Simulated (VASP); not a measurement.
# SnSe (Fm-3m) in VASP: G0W0 quasiparticle levels with PBE

Aim: the G0W0 quasiparticle levels of SnSe with PBE.

Everything below comes from runs of VASP 6.6.1. Logs are shortened: lines on timing, memory, paths and dates and some standing lists are left out, and cuts for length are marked.

## (1) The cell of the first run

Symmetry: Fm-3m, No. 225, cubic system. The conventional cell has a = 5.970 Å, b = 5.970 Å, c = 5.970 Å, α = 90.00°, β = 90.00°, γ = 90.00°. Within 3.9 Å of Sn (site symmetry m-3m) lie 6 Se at 2.98 Å. Within 3.9 Å of Se (site symmetry m-3m) lie 6 Sn at 2.98 Å.

## (2) G0W0 quasiparticle levels, PBE

Input file POSCAR:

```
SnSe
1.0
    0.0000000000      2.9848894956      2.9848894956
    2.9848894956      0.0000000000      2.9848894956
    2.9848894956      2.9848894956      0.0000000000
Sn Se
1 1
Direct
    0.0000000000      0.0000000000      0.0000000000
    0.5000000000      0.5000000000      0.5000000000
```

Input file INCAR.step1:

```
PREC = Accurate ; ENCUT = 500
EDIFF = 1E-8 ; ISMEAR = 0
SIGMA = 0.01 ; LREAL = F
LASPH = T ; NELM = 100
ALGO = Normal ; LWAVE = T
LCHARG = F ; GGA = PE
```

Input file INCAR.step2:

```
PREC = Accurate ; ENCUT = 500
EDIFF = 1E-8 ; ISMEAR = 0
SIGMA = 0.01 ; LREAL = F
LASPH = T ; NELM = 1
ALGO = Exact ; LWAVE = T
LCHARG = F ; GGA = PE
NBANDS = 70 ; LOPTICS = T
ISTART = 1
```

Input file INCAR.step3:

```
PREC = Accurate ; ENCUT = 500
EDIFF = 1E-8 ; ISMEAR = 0
SIGMA = 0.01 ; LREAL = F
LASPH = T ; ALGO = EVGW0
LWAVE = F ; LCHARG = F
GGA = PE ; NELMGW = 1
NBANDS = 70 ; ENCUTGW = 80.0
NOMEGA = 48 ; PRECFOCK = Fast
ISTART = 1 ; NBANDSGW = 18
```

Input file KPOINTS:

```
Automatic mesh
0
Gamma
  4 4 4
```

Potentials or basis: VASP PAW PBE potentials, release 64 (Sn_d_GW, Se_GW).

The run is started by

```sh
$ cat potpaw_PBE.64/Sn_d_GW/POTCAR potpaw_PBE.64/Se_GW/POTCAR > POTCAR
$ cp INCAR.step1 INCAR
$ mpirun -np 1 vasp_std > vasp.out
$ cp INCAR.step2 INCAR
$ mpirun -np 1 vasp_std > vasp.out
$ cp INCAR.step3 INCAR
$ mpirun -np 1 vasp_std > vasp.out
```

OUTCAR:

```text
PREC = Accurate
   ENCUT = 500
   EDIFF = 1E-8
   ISMEAR = 0
   LREAL = F
   LASPH = T
   GGA = PE
   NELMGW = 1
   ENCUTGW = 80.0
   PRECFOCK = Fast
   ISTART = 1

 ion  position               nearest neighbor table
   1  0.000  0.000  0.000-
   2  0.500  0.500  0.500-

  LATTYP: Found a face centered cubic cell.
 ALAT       =     5.9697789912

  Lattice vectors:

 A1 = (   0.0000000000,   2.9848894956,   2.9848894956)
 A2 = (   2.9848894956,   0.0000000000,   2.9848894956)
 A3 = (   2.9848894956,   2.9848894956,   0.0000000000)

Analysis of symmetry for initial positions (statically):
=====================================================================
 Subroutine PRICEL returns:
 Original cell was already a primitive cell.

 Routine SETGRP: Setting up the symmetry group for a
 face centered cubic supercell.

 Subroutine GETGRP returns: Found 48 space group operations
 (whereof 48 operations were pure point group operations)
 out of a pool of 48 trial point group operations.

The static configuration has the point symmetry O_h .

Analysis of symmetry for dynamics (positions and initial velocities):
=====================================================================
 Subroutine PRICEL returns:
 Original cell was already a primitive cell.

 Routine SETGRP: Setting up the symmetry group for a
 face centered cubic supercell.

 Subroutine GETGRP returns: Found 48 space group operations
 (whereof 48 operations were pure point group operations)
 out of a pool of 48 trial point group operations.

The dynamic configuration has the point symmetry O_h .

 Subroutine INISYM returns: Found 48 space group operations
 (whereof 48 operations are pure point group operations),
 and found     1 'primitive' translations

----------------------------------------------------------------------------------------

                                     Primitive cell

  volume of cell :      53.1881

  direct lattice vectors                    reciprocal lattice vectors
     0.000000000  2.984889496  2.984889496    -0.167510389  0.167510389  0.167510389
     2.984889496  0.000000000  2.984889496     0.167510389 -0.167510389  0.167510389
     2.984889496  2.984889496  0.000000000     0.167510389  0.167510389 -0.167510389

  length of vectors
     4.221271207  4.221271207  4.221271207     0.290136504  0.290136504  0.290136504

  position of ions in fractional coordinates (direct lattice)
     0.000000000  0.000000000  0.000000000
     0.500000000  0.500000000  0.500000000

  ion indices of the primitive-cell ions
   primitive index   ion index
                 1           1
                 2           2

----------------------------------------------------------------------------------------

 KPOINTS: Automatic mesh

Automatic generation of k-mesh.
 Grid dimensions read from file:
 generate k-points for:    4    4    4

 Generating k-lattice:

  Cartesian coordinates                     Fractional coordinates (reciprocal lattice)
    -0.041877597  0.041877597  0.041877597     0.250000000  0.000000000  0.000000000
     0.041877597 -0.041877597  0.041877597     0.000000000  0.250000000  0.000000000
     0.041877597  0.041877597 -0.041877597     0.000000000  0.000000000  0.250000000

  Length of vectors
     0.072534126  0.072534126  0.072534126

  Shift w.r.t. Gamma in fractional coordinates (k-lattice)
     0.000000000  0.000000000  0.000000000

 Subroutine IBZKPT returns following result:
 ===========================================

 Found      8 irreducible k-points:

 Following reciprocal coordinates:
            Coordinates               Weight
  0.000000  0.000000  0.000000      1.000000
  0.250000  0.000000  0.000000      8.000000
  0.500000  0.000000  0.000000      4.000000
  0.250000  0.250000  0.000000      6.000000
  0.500000  0.250000  0.000000     24.000000
 -0.250000  0.250000  0.000000     12.000000
  0.500000  0.500000  0.000000      3.000000
 -0.250000  0.500000  0.250000      6.000000
   k-points           NKPTS =      8   k-points in BZ     NKDIM =     64   number of bands    NBANDS=     70
   number of dos      NEDOS =    301   number of ions     NIONS =      2
   total plane-waves  NPLWV =  32768
   dimension x,y,z NGX =    32 NGY =   32 NGZ =   32
   dimension x,y,z NGXF=    64 NGYF=   64 NGZF=   64
   ions per type =               1   1
   NGX,Y,Z   is equivalent  to a cutoff of  12.60, 12.60, 12.60 a.u.
   NGXF,Y,Z  is equivalent  to a cutoff of  25.21, 25.21, 25.21 a.u.
 SYSTEM =  unknown system
   PREC   = accura    normal or accurate (medium, high low for compatibility)
   ISTART =      1    job   : 0-new  1-cont  2-samecut
   ICHARG =      0    charge: 1-file 2-atom 10-const
   ISPIN  =      1    spin polarized calculation?
   LNONCOLLINEAR =      F non collinear calculations
   LSORBIT =      F    spin-orbit coupling
   LASPH  =      T    aspherical Exc in radial PAW
   ENCUT  =  500.0 eV  36.75 Ry    6.06 a.u.   7.70  7.70  7.70*2*pi/ulx,y,z
   NELM   =     60;   NELMIN=  2; NELMDL=  0     # of ELM steps
   EDIFF  = 0.1E-07   stopping-criterion for ELM
   LREAL  =      F    real-space projection
   EDIFFG = 0.1E-06   stopping-criterion for IOM
   NSW    =      0    number of steps for IOM
   IBRION =     -1    ionic relax: 0-MD 1-quasi-New 2-CG
   NFREE  =      0    steps in history (QN), initial steepest desc. (CG)
   ISIF   =      0    stress and relaxation
   ISYM   =      3    0-nonsym 1-usesym 2-fastsym
   POTIM  = 0.5000    time-step for ionic-motion
   TEBEG  =    0.0;   TEEND  =   0.0 temperature during run
   PSTRESS=    0.0 pullay stress
   NELECT =      20.0000    total number of electrons
   NUPDOWN=      -1.0000    fix difference up-down
   EMIN   =  10.00;   EMAX   =-10.00  energy-range for DOS
   EFERMI =   0.00;   METHOD = LEGACY
   ISMEAR =     0;   SIGMA  =   0.01  broadening in eV -4-tet -1-fermi 0-gaus
   EFERMI_NEDOS =   21; number of points for ismear=-14 and -15
   IALGO  =     38    algorithm
   IMIX   =      4    mixing-type and parameters
     AMIX     =   0.40;   BMIX     =  1.00
     AMIX_MAG =   1.60;   BMIX_MAG =  1.00
  volume/ion in A,a.u.               =      26.59       179.47
  Fermi-wavevector in a.u.,A,eV,Ry     =   1.181626  2.232949 18.996987  1.396239
  Thomas-Fermi vector in A             =   2.317895
   LORBIT       =      0    0 simple, 1 ext, 2 COOP (PROOUT), +10 PAW based schemes
   GGA     = PE    functional components
   LHFCALC =     T    Hartree Fock is set to
   PRECFOCK=fast      Normal, Fast or Accurate (Low or Medium for compatibility)
   ENCUT4O =  -1.0   cutoff for four orbital integrals eV
   NKREDX  =     1    reduce k-point grid by
   NKREDY  =     1    reduce k-point grid by
   NKREDZ  =     1    reduce k-point grid by
   AEXX    =    1.0000 exact exchange contribution
   HFSCREEN=    0.0000 screening length (either q_TF or 0.3 A-1)
   HFSCREENC=   0.0000 screening length for correlation (either q_TF or 0.3 A-1)
   ENCUTFOCK=  -1.0 apply spherical cutoff to Coloumb kernel
   IVDW    =     0    specifies the selected vdW correction
   LEPSILON=     F    determine dielectric tensor
   LRPA    =     F    only Hartree local field effects (RPA)
   LRPAFORCE           =     F    calculate RPA forces
   ENCUTGW             =  80.0    cutoff for response function in eV
   ENCUTGWSOFT         =  64.0    soft cutoff for Coulomb kernel in GW response function in eV
   ENCUTLF             =  -1.0    cutoff for local field effects
   NELMGW              =     1    number of iterations in solving QP/BSE equation
   NELMHF              =     1    number of iterations in the inner HF iteration
   NKREDLFX            =     1    NKREDLFY  =   1   NKREDLFZ  =   1
 non-spin polarized calculation
 Gauss-broadening in eV      SIGMA  =   0.01
  energy-cutoff  :      500.00
  volume of cell :       53.19
 maximum number of plane-waves:      1363
 NGX is ok and might be reduce to    32
  NGX = 18; NGY = 18; NGZ = 18
   NGX = 15   NGY = 15   NGZ = 15
 maximum number of plane-waves:        92
 NGX is ok and might be reduce to    14

 QP shifts <psi_nk| G(iteration)W_0 |psi_nk>: iteration 1
 for sc-GW calculations column KS-energies equals QP-energies in previous step
 and V_xc(KS)=  KS-energies - (<T + V_ion + V_H > + <T+V_H+V_ion>^1  + <V_x>^1)

 k-point   1 :       0.0000    0.0000    0.0000
  band No.  KS-energies  QP-energies   sigma(KS)   V_xc(KS)     V^pw_x(r,r')   Z            occupation Imag(sigma)

      1     -16.9995     -19.0257     -20.6294     -17.5075     -27.0667       0.6490       2.0000       0.3621
      2     -16.9995     -19.0257     -20.6294     -17.5075     -27.0667       0.6490       2.0000       0.3621
      3     -16.9995     -19.0257     -20.6294     -17.5075     -27.0667       0.6490       2.0000       0.3621
      4     -16.9995     -19.0257     -20.6294     -17.5075     -27.0667       0.6490       2.0000       0.3621
      5     -16.9995     -19.0257     -20.6294     -17.5075     -27.0667       0.6490       2.0000       0.3621
      6      -9.4475      -9.3924     -11.9096     -11.9994     -19.4479       0.6139       2.0000       1.3077
[... 10 lines left out ...]
     17      12.8061      12.9000      -8.2679      -8.3920      -3.3878       0.7567       0.0000      -0.3135
     18      12.8061      12.9000      -8.2679      -8.3920      -3.3878       0.7567       0.0000      -0.3135

 k-point   2 :       0.2500    0.0000    0.0000
  band No.  KS-energies  QP-energies   sigma(KS)   V_xc(KS)     V^pw_x(r,r')   Z            occupation Imag(sigma)

      1     -17.0041     -19.0478     -20.6425     -17.5076     -27.0908       0.6519       2.0000       0.3801
      2     -17.0041     -19.0478     -20.6425     -17.5076     -27.0908       0.6519       2.0000       0.3801
      3     -16.9980     -19.0172     -20.6169     -17.5021     -27.0449       0.6483       2.0000       0.3556
      4     -16.9923     -19.0222     -20.6326     -17.5136     -27.0618       0.6508       2.0000       0.3556
      5     -16.9923     -19.0222     -20.6326     -17.5136     -27.0618       0.6508       2.0000       0.3556
      6      -9.0277      -8.9644     -12.1257     -12.2275     -19.4960       0.6220       2.0000       1.2293
[... 10 lines left out ...]
     17      16.0630      16.3501      -9.9827     -10.3605      -4.2457       0.7600       0.0000      -0.7899
     18      16.0630      16.3501      -9.9827     -10.3605      -4.2457       0.7600       0.0000      -0.7899

 k-point   3 :       0.5000    0.0000    0.0000
  band No.  KS-energies  QP-energies   sigma(KS)   V_xc(KS)     V^pw_x(r,r')   Z            occupation Imag(sigma)
[... 89 lines left out ...]
      1     -17.0321     -19.0295     -20.5545     -17.4636     -27.0693       0.6462       2.0000       0.4130
      2     -17.0066     -19.0166     -20.5992     -17.4900     -27.0319       0.6465       2.0000       0.3588
      3     -16.9913     -19.0475     -20.6659     -17.5271     -27.1125       0.6551       2.0000       0.3733
      4     -16.9800     -19.0203     -20.6441     -17.5269     -27.0642       0.6545       2.0000       0.3492
      5     -16.9800     -19.0203     -20.6441     -17.5269     -27.0642       0.6545       2.0000       0.3492
      6      -8.1728      -8.0891     -12.7751     -12.9078     -19.7806       0.6311       2.0000       1.0346
[... 10 lines left out ...]
     17      17.3108      17.4348      -9.3425      -9.5102      -3.5562       0.7395       0.0000      -0.7109
     18      17.3108      17.4348      -9.3425      -9.5102      -3.5562       0.7395       0.0000      -0.7109

 k-point   8 :      -0.2500    0.5000    0.2500
  band No.  KS-energies  QP-energies   sigma(KS)   V_xc(KS)     V^pw_x(r,r')   Z            occupation Imag(sigma)

      1     -17.0219     -19.0294     -20.5826     -17.4794     -27.0803       0.6469       2.0000       0.4034
      2     -16.9987     -19.0579     -20.6598     -17.5171     -27.1096       0.6552       2.0000       0.3863
      3     -16.9935     -19.0172     -20.6218     -17.5079     -27.0480       0.6499       2.0000       0.3544
      4     -16.9935     -19.0172     -20.6218     -17.5079     -27.0480       0.6499       2.0000       0.3544
      5     -16.9800     -19.0215     -20.6447     -17.5269     -27.0644       0.6548       2.0000       0.3490
      6      -8.1444      -8.0483     -12.7803     -12.9327     -19.7983       0.6312       2.0000       1.0343
[... 10 lines left out ...]
     17      17.4427      17.5844      -9.3853      -9.5776      -3.5951       0.7368       0.0000      -0.7004
     18      17.7127      18.1732      -9.9678     -10.5579      -4.2387       0.7804       0.0000      -0.8472
```

Wall time 2.4 min (1 thread of AMD EPYC 9R45 (Zen 5), shared host); peak memory 0.54 GiB.

What came out:

```yaml
Quasiparticle_gap: 0.92 eV
Least_direct_quasiparticle_gap: 0.92 eV
Band_gap_of_the_starting_levels_on_the_mesh: 0.68 eV
Least_direct_gap_of_the_starting_levels_on_the_mesh: 0.68 eV
```

Caveat: the k points lie up to 0.46 Å⁻¹ apart; bands, screening cutoff and mesh are small and nothing is extrapolated, so the quasiparticle values aren't converged; spin-orbit coupling is left out, which moves the levels of the heavy elements.
